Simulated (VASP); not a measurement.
Crystal: Lu.

```xyz
2
Lattice="3.5718 0.0000 0.0000 -1.7859 3.0933 0.0000 0.0000 0.0000 5.6598" Properties=species:S:1:pos:R:3 pbc="T T T"
Lu    1.7859    1.0311    4.2448
Lu    0.0000    2.0622    1.4149
```

Base run:

* Program: VASP 6.6.1
* Functional: PBE
* Potentials or basis: VASP PAW PBE potentials, release 64 (Lu)
* Cutoff: 520 eV
* k mesh: 9 × 9 × 5
* Occupations: fermi-dirac, width 0.05 eV
* Spin: no spin polarisation

Its results: band gap on the k mesh zero (bands 25 and 26 overlap by 1.31 eV); pressure -2.9 GPa.

Q: The run is repeated on the same cell with these changes: functional from PBE to PBEsol; further incar settings from ALGO = Fast; EDIFF = 1e-07; NBANDS = 32 to ALGO = Normal; EDIFF = 1e-07; NBANDS = 32. What comes out?

A: Band gap on the k mesh zero (bands 25 and 26 overlap by 1.31 eV); pressure -5.0 GPa.

Caveats: spin-orbit coupling is left out, which moves the levels of the heavy elements; the cell stands under tension (at least some runs); the PAW data sets were made with another functional, which shifts forces and pressure a little (at least some runs).
